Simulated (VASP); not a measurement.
# Ir4Pt (P-3m1) in VASP: a series of runs

Ir4Pt is run at these levels: PBE; tasks: single point, relaxation of shape and atoms at fixed volume.

Everything below comes from runs of VASP 6.6.1. Logs are shortened: lines on timing, memory, paths and dates and some standing lists are left out, and cuts for length are marked.

**1. The cell of the first run**

Symmetry: P-3m1, No. 164, trigonal system. Conventional cell: a = 2.844 Å, b = 2.844 Å, c = 11.577 Å, α = 90.00°, β = 90.00°, γ = 120.00°. Within 3.6 Å of Ir (site symmetry 3m) lie 9 Ir at 2.77 to 2.84 Å and 3 Pt at 2.91 Å. Within 3.6 Å of Ir (site symmetry 3m) lie 12 Ir at 2.77 to 2.84 Å. Within 3.7 Å of Pt (site symmetry -3m) lie 6 Pt at 2.84 Å and 6 Ir at 2.91 Å.

**2. Single point, PBE (16.22 Å³/atom)**

File INCAR:

```
PREC = Accurate
ENCUT = 520
EDIFF = 1E-7
ISMEAR = 0
SIGMA = 0.1
LREAL = F
LASPH = T
NELM = 80
ALGO = Fast
ISIF = 2
LWAVE = F
LCHARG = F
GGA = PE
NBANDS = 31
```

File KPOINTS:

```
Automatic mesh
0
Gamma
  12 12 4
```

File POSCAR:

```
Ir4Pt
1.0
    2.8440207304      0.0000000000      0.0000000000
   -1.4220103652      2.4629942015      0.0000000000
    0.0000000000      0.0000000000     11.5774140425
Ir Pt
4 1
Direct
    0.3333333333      0.6666666667      0.7926455243
    0.3333333333      0.6666666667      0.3998737387
    0.6666666667      0.3333333333      0.2073544757
    0.6666666667      0.3333333333      0.6001262613
    0.0000000000      0.0000000000      0.0000000000
```

Potentials or basis: VASP PAW PBE potentials, release 64 (Ir, Pt).

Started as:

```bash
> cat potpaw_PBE.64/Ir/POTCAR potpaw_PBE.64/Pt/POTCAR > POTCAR
> mpirun -np 1 vasp_std > vasp.out
```

OUTCAR:

```text
PREC = Accurate
   ENCUT = 520
   EDIFF = 1E-7
   ISMEAR = 0
   LREAL = F
   LASPH = T
   NELM = 80
   ISIF = 2
   GGA = PE

 ion  position               nearest neighbor table
   1  0.333  0.667  0.793-   4 2.77   4 2.77   4 2.77   5 2.91   5 2.91   5 2.91
   2  0.333  0.667  0.400-   3 2.77   3 2.77   3 2.77   4 2.84   4 2.84   4 2.84
   3  0.667  0.333  0.207-   2 2.77   2 2.77   2 2.77   5 2.91   5 2.91   5 2.91
   4  0.667  0.333  0.600-   1 2.77   1 2.77   1 2.77   2 2.84   2 2.84   2 2.84
   5  0.000  0.000  0.000-   1 2.91   3 2.91   3 2.91   1 2.91   3 2.91   1 2.91

  LATTYP: Found a hexagonal cell.
 ALAT       =     2.8440207304
 C/A-ratio  =     4.0707910174

  Lattice vectors:

 A1 = (   2.8440207304,   0.0000000000,   0.0000000000)
 A2 = (  -1.4220103652,   2.4629942015,   0.0000000000)
 A3 = (   0.0000000000,   0.0000000000,  11.5774140425)

Analysis of symmetry for initial positions (statically):
=====================================================================
 Subroutine PRICEL returns:
 Original cell was already a primitive cell.

 Routine SETGRP: Setting up the symmetry group for a
 hexagonal supercell.

 Subroutine GETGRP returns: Found 12 space group operations
 (whereof 12 operations were pure point group operations)
 out of a pool of 24 trial point group operations.

The static configuration has the point symmetry D_3d.

Analysis of symmetry for dynamics (positions and initial velocities):
=====================================================================
 Subroutine PRICEL returns:
 Original cell was already a primitive cell.

 Routine SETGRP: Setting up the symmetry group for a
 hexagonal supercell.

 Subroutine GETGRP returns: Found 12 space group operations
 (whereof 12 operations were pure point group operations)
 out of a pool of 24 trial point group operations.

The dynamic configuration has the point symmetry D_3d.

 Subroutine INISYM returns: Found 12 space group operations
 (whereof 12 operations are pure point group operations),
 and found     1 'primitive' translations

----------------------------------------------------------------------------------------

                                     Primitive cell

  volume of cell :      81.0975

[... 88 lines left out ...]
   ISPIN  =      1    spin polarized calculation?
   LNONCOLLINEAR =      F non collinear calculations
   LSORBIT =      F    spin-orbit coupling
   LASPH  =      T    aspherical Exc in radial PAW
   ENCUT  =  520.0 eV  38.22 Ry    6.18 a.u.   5.29  5.29 21.53*2*pi/ulx,y,z
   NELM   =     80;   NELMIN=  2; NELMDL= -5     # of ELM steps
   EDIFF  = 0.1E-06   stopping-criterion for ELM
   LREAL  =      F    real-space projection
   EDIFFG = 0.1E-05   stopping-criterion for IOM
   NSW    =      0    number of steps for IOM
   IBRION =     -1    ionic relax: 0-MD 1-quasi-New 2-CG
   NFREE  =      0    steps in history (QN), initial steepest desc. (CG)
   ISIF   =      2    stress and relaxation
   ISYM   =      2    0-nonsym 1-usesym 2-fastsym
   POTIM  = 0.5000    time-step for ionic-motion
   TEBEG  =    0.0;   TEEND  =   0.0 temperature during run
   PSTRESS=    0.0 pullay stress
   NELECT =      46.0000    total number of electrons
   NUPDOWN=      -1.0000    fix difference up-down
   EMIN   =  10.00;   EMAX   =-10.00  energy-range for DOS
   EFERMI =   0.00;   METHOD = LEGACY
   ISMEAR =     0;   SIGMA  =   0.10  broadening in eV -4-tet -1-fermi 0-gaus
   EFERMI_NEDOS =   21; number of points for ismear=-14 and -15
   IALGO  =     68    algorithm
   IMIX   =      4    mixing-type and parameters
     AMIX     =   0.40;   BMIX     =  1.00
     AMIX_MAG =   1.60;   BMIX_MAG =  1.00
  volume/ion in A,a.u.               =      16.22       109.45
  Fermi-wavevector in a.u.,A,eV,Ry     =   1.355163  2.560887 24.986647  1.836467
  Thomas-Fermi vector in A             =   2.482274
   LORBIT       =      0    0 simple, 1 ext, 2 COOP (PROOUT), +10 PAW based schemes
   GGA     = PE    functional components
   LHFCALC =     F    Hartree Fock is set to
   AEXX    =    0.0000 exact exchange contribution
   IVDW    =     0    specifies the selected vdW correction
   LEPSILON=     F    determine dielectric tensor
   LRPA    =     F    only Hartree local field effects (RPA)
 non-spin polarized calculation
 RMM-DIIS sequential band-by-band and
 Gauss-broadening in eV      SIGMA  =   0.10
  energy-cutoff  :      520.00
  volume of cell :       81.10
 maximum number of plane-waves:      2210
 NGX is ok and might be reduce to    24

 number of electron      45.9999998 magnetization

 Free energy of the ion-electron system (eV)
  ---------------------------------------------------
  ext. energy  EPLUGINS =         0.00000000
  ---------------------------------------------------
  free energy    TOTEN  =       -40.63145548 eV

  energy without entropy =      -40.59142261  energy(sigma->0) =      -40.61143904

 E-fermi :   8.6048     XC(G=0): -13.1552

 val. band max:        8.5993415210   @ k =   0.4167   0.0833   0.0000
 cond. band min:       8.6052349355   @ k =   0.1667   0.0833   0.2500
 fundamental gap:      0.0058934145
 Fermi energy:         8.6048031790

 k-point     1 :       0.0000    0.0000    0.0000
  band No.  band energies     occupation
      1      -1.1650      2.00000
      2       0.1862      2.00000
      3       0.3983      2.00000
      4       1.6814      2.00000
      5       1.8747      2.00000
      6       4.6980      2.00000
[... 805 lines left out ...]
     30      11.3839      0.00000
     31      14.8519      0.00000

 [... further k-points ...]
[... 5 lines left out ...]
  --------------------------------------------------------------------------------------
  -------------------------------------------------------------------------------------
  Total      -11.9515839    -11.9515839    -11.9345470     -0.0000000      0.0000000      0.0000000
  in kB     -236.1175861   -236.1175861   -235.7810029     -0.0000000      0.0000000      0.0000000
  external PRESSURE =    -236.0053917 kB  Pullay stress =       0.0000000 kB

 VOLUME and BASIS-vectors are now :
 -----------------------------------------------------------------------------
  energy-cutoff  :      520.00
  volume of cell :       81.10
      direct lattice vectors                 reciprocal lattice vectors
     2.844020730  0.000000000  0.000000000     0.351614877  0.203004944  0.000000000
    -1.422010365  2.462994201  0.000000000     0.000000000  0.406009888  0.000000000
     0.000000000  0.000000000 11.577414042     0.000000000  0.000000000  0.086375074

 POSITION                                       TOTAL-FORCE (eV/Angst)
 -----------------------------------------------------------------------------------
     -0.00000      1.64200      9.17679         0.000000     -0.000000      0.023752
     -0.00000      1.64200      4.62950        -0.000000      0.000000      0.007386
      1.42201      0.82100      2.40063        -0.000000      0.000000     -0.023752
      1.42201      0.82100      6.94791         0.000000      0.000000     -0.007386
      0.00000      0.00000      0.00000        -0.000000      0.000000      0.000000
 -----------------------------------------------------------------------------------
    total drift:                               -0.000000      0.000000     -0.000000

  FREE ENERGIE OF THE ION-ELECTRON SYSTEM (eV)
  ---------------------------------------------------
  free  energy   TOTEN  =       -40.6314554761 eV

  energy  without entropy=      -40.5914226091  energy(sigma->0) =      -40.61143904
```

OSZICAR:

```text
N       E                     dE             d eps       ncg     rms          rms(c)
DAV:   1     0.449803101806E+03    0.44980E+03   -0.20476E+04  4278   0.145E+03
DAV:   2    -0.157671571138E+02   -0.46557E+03   -0.43694E+03  4369   0.423E+02
DAV:   3    -0.425956457496E+02   -0.26828E+02   -0.23999E+02  5250   0.102E+02
[... 13 lines left out ...]
RMM:  17    -0.406314566213E+02   -0.24274E-05   -0.20729E-05  5339   0.222E-02    0.207E-02
RMM:  18    -0.406314567107E+02   -0.89387E-07   -0.57824E-06  4649   0.128E-02    0.143E-02
RMM:  19    -0.406314558029E+02    0.90779E-06   -0.11993E-06  4478   0.612E-03    0.592E-03
RMM:  20    -0.406314555633E+02    0.23958E-06   -0.21712E-07  2914   0.244E-03    0.292E-03
RMM:  21    -0.406314554761E+02    0.87229E-07   -0.59580E-08  2421   0.151E-03
   1 F= -.40631455E+02 E0= -.40611439E+02  d E =-.400329E-01
```

stdout:

```text
POSCAR found type information on POSCAR IrPt
 POSCAR found :  2 types and       5 ions
 scaLAPACK will be used
 LDA part: xc-table for (Slater+PW92), standard interpolation
 POSCAR, INCAR and KPOINTS ok, starting setup
 FFT: planning ... GRIDC
 FFT: planning ... GRID_SOFT
 FFT: planning ... GRID
 WAVECAR not read
 entering main loop
```

Run time: 1.8 min. Hardware: 1 thread of Intel Xeon 6975P-C (Granite Rapids), shared host; peak memory 0.33 GiB.

Results:

```yaml
Free_energy: -40.6315 eV
Pressure: -23.6 GPa
Largest_force: 0.024 eV/Å
Band_gap_on_the_k_mesh: zero (bands 23 and 24 overlap by 2.23 eV)
```

Forces in eV/Å, atoms in the order of the input:
```
Ir   0.000  0.000  0.024
Ir   0.000  0.000  0.007
Ir   0.000  0.000 -0.024
Ir   0.000  0.000 -0.007
Pt   0.000  0.000  0.000
```

Caveat: the cell stands under tension; spin-orbit coupling is left out, which moves the levels of the heavy elements.

**3. Single point, PBE**

This run uses another cell than the first one: it holds 10 atoms, not 5.

File INCAR:

```
SYSTEM = Ir4Pt
ALGO = Fast
EDIFF = 1E-6
ENCUT = 520
GGA = PE
ISIF = 2
ISMEAR = 0
LASPH = .True.
LCHARG = .True.
LELF = .True.
LREAL = .False.
LVHAR = .True.
LWAVE = .False.
NBANDS = 57
NELM = 100
PREC = Accurate
SIGMA = 0.2
```

File KPOINTS:

```
k-points
0
Gamma
  12 12 1
  0 0 0
```

File POSCAR:

```
Ir4Pt
1.0
    2.7564803803      0.0000000000      0.0000000000
   -1.3782401902      2.3871820344      0.0000000000
    0.0000000000      0.0000000000     22.4080765670
Ir Pt
8 2
Direct
    0.3333333333      0.6666666667      0.3978804166
    0.3333333333      0.6666666667      0.8978804166
    0.3333333333      0.6666666667      0.1998983129
    0.3333333333      0.6666666667      0.6998983129
    0.6666666667      0.3333333333      0.1021195834
    0.6666666667      0.3333333333      0.6021195834
    0.6666666667      0.3333333333      0.3001016871
    0.6666666667      0.3333333333      0.8001016871
    1.0000000000      0.0000000000      0.0000000000
    1.0000000000      0.0000000000      0.5000000000
```

Potentials or basis: VASP PAW PBE potentials, release 64 (Ir, Pt).

Started as:

```bash
> cat potpaw_PBE.64/Ir/POTCAR potpaw_PBE.64/Pt/POTCAR > POTCAR
> mpirun -np 1 vasp_std > vasp.out
```

It took 2 min on 1 thread of Intel Xeon 6975P-C (Granite Rapids), shared host; peak memory 0.37 GiB.

Results (log left out):

```yaml
Free_energy: -82.5691 eV
Pressure: 0.4 GPa
Largest_force: 0.041 eV/Å
Band_gap_on_the_k_mesh: zero (bands 46 and 47 overlap by 2.46 eV)
```

Forces in eV/Å, atoms in the order of the input:
```
Ir   0.000  0.000  0.041
Ir   0.000  0.000  0.041
Ir   0.000  0.000 -0.008
Ir   0.000  0.000 -0.008
Ir   0.000  0.000 -0.041
Ir   0.000  0.000 -0.041
Ir   0.000  0.000  0.008
Ir   0.000  0.000  0.008
Pt   0.000  0.000  0.000
Pt   0.000  0.000  0.000
```

Stress tensor (GPa, compression positive):
```
0.22 0.00 0.00
0.00 0.22 0.00
0.00 0.00 0.80
```

Levels at points of the mesh, in eV from the Fermi level:
| k point | band 42 | band 43 | band 44 | band 45 | band 46 | band 47 |
| --- | --- | --- | --- | --- | --- | --- |
| (0.00, 0.00, 0.00) | -1.70 | -1.70 | -1.64 | -1.64 | -1.58 | -1.58 |
| (0.50, 0.00, 0.00) | 0.71 | 0.71 | 0.72 | 0.73 | 0.88 | 0.90 |

Caveat: the highest band is partly filled, so the run has too few bands; spin-orbit coupling is left out, which moves the levels of the heavy elements.

**4. Relaxation of shape and atoms at fixed volume, PBE (13.86 Å³/atom)**

This run uses another cell than the first one, of 13.86 Å³/atom.

File INCAR:

```
SYSTEM = Ir4Pt
  ALGO = Fast
  EDIFF = 1E-6
  EDIFFG = -0.01
  ENCUT = 600
  GGA = PE
  IBRION = 2
  ISIF = 4
  ISMEAR = 0
  LASPH = .True.
  LCHARG = .False.
  LREAL = .False.
  LWAVE = .False.
  NELM = 100
  NSW = 50
  PREC = Accurate
  SIGMA = 0.1
```

File KPOINTS:

```
k-points
0
Gamma
  12 12 4
  0 0 0
```

File POSCAR:

```
Ir4Pt
1.0
    2.7002503890      0.0000000000      0.0000000000
   -1.3501251945      2.3384854335      0.0000000000
    0.0000000000      0.0000000000     10.9749910413
Ir Pt
4 1
Direct
    0.3333333333      0.6666666667      0.7963273500
    0.3333333333      0.6666666667      0.3997798588
    0.6666666667      0.3333333333      0.2036726500
    0.6666666667      0.3333333333      0.6002201412
    0.0000000000      0.0000000000      0.0000000000
```

Started as:

```bash
> cat potpaw_PBE.64/Ir/POTCAR potpaw_PBE.64/Pt/POTCAR > POTCAR
> mpirun -np 1 vasp_std > vasp.out
```

Run time: 5.3 min. Hardware: 1 thread of Intel Xeon 6975P-C (Granite Rapids), shared host; peak memory 0.33 GiB.

The run converged. Its results:

- Free energy: -40.9122 eV
- Energy gained by relaxing: 0.8 meV/atom
- Ionic steps: 9
- Pressure after relaxing: 24.0 GPa

Forces on the atoms (eV/Å):
```
Ir   0.000  0.000  0.002
Ir   0.000  0.000 -0.003
Ir   0.000  0.000 -0.002
Ir   0.000  0.000  0.003
Pt   0.000  0.000  0.000
```

The path:
```
step  energy change (eV)  largest force (eV/Å)  pressure (GPa)  volume (Å³)
   1              0.0000                0.1324           24.11        69.30
   2             -0.0038                0.0594           23.99        69.30
   3             -0.0038                0.0554           24.00        69.30
   4             -0.0039                0.0384           24.01        69.30
   5             -0.0040                0.0129           23.98        69.30
   6             -0.0040                0.0200           23.98        69.30
   7             -0.0040                0.0178           24.00        69.30
   8             -0.0041                0.0102           23.99        69.30
   9             -0.0041                0.0030           24.00        69.30
```

Final structure:
```
CELL_PARAMETERS angstrom
2.70017 0.00000 0.00000
-1.35009 2.33842 0.00000
0.00000 0.00000 10.97563
ATOMIC_POSITIONS crystal
Ir 0.33333 0.66667 0.79699
Ir 0.33333 0.66667 0.39974
Ir 0.66667 0.33333 0.20301
Ir 0.66667 0.33333 0.60026
Pt 0.00000 0.00000 0.00000
```

Levels at points of the mesh, in eV from the Fermi level:
| k point | band 19 | band 20 | band 21 | band 22 | band 23 | band 24 | band 25 | band 26 |
| --- | --- | --- | --- | --- | --- | --- | --- | --- |
| (0.00, 0.00, 0.00) | -2.32 | -2.29 | -1.87 | -1.87 | -1.77 | -1.77 | -1.06 | -1.06 |
| (0.50, 0.00, 0.00) | -0.02 | -0.01 | 0.69 | 0.80 | 0.81 | 1.01 | 1.21 | 1.32 |
| (0.00, 0.00, 0.50) | -3.46 | -1.99 | -1.99 | -1.83 | -1.83 | -0.87 | -0.72 | -0.72 |
| (0.50, 0.00, 0.50) | 0.06 | 0.30 | 0.62 | 0.81 | 0.99 | 1.08 | 1.24 | 1.26 |

Caveat: the highest band is partly filled, so the run has too few bands; spin-orbit coupling is left out, which moves the levels of the heavy elements.

**5. Overview**

```tsv
task	cell	k mesh	cutoff (eV)	smearing	gap on the mesh (eV)	pressure (GPa)	largest force (eV/Å)
single point	a = 2.844, b = 2.844, c = 11.577 Å, angles 90.0, 90.0, 120.0°, 5 atoms, atomic positions A	12 × 12 × 4	520	gaussian 0.1 eV	none	-23.6	0.02
single point	a = 2.756, b = 2.756, c = 22.408 Å, angles 90.0, 90.0, 120.0°, 10 atoms, atomic positions B	12 × 12 × 1	520	gaussian 0.2 eV	none	0.4	0.04
relaxation of shape and atoms at fixed volume	relaxed from a = 2.700, b = 2.700, c = 10.975 Å, angles 90.0, 90.0, 120.0°, 5 atoms, atomic positions C	12 × 12 × 4	600	gaussian 0.1 eV	-	24.0	-
```

Alike in all rows: level PBE; potentials or basis VASP PAW PBE potentials, release 64 (Ir, Pt); no spin polarisation.

Caveats: spin-orbit coupling is left out, which moves the levels of the heavy elements; the highest band is partly filled, so the run has too few bands (at least some runs); the cell stands under tension (at least some runs).

Total energies depend on the potentials used, so only differences within one code and one set of settings carry meaning.

The gap in the log of VASP goes by the Fermi energy; the results here count the filled bands.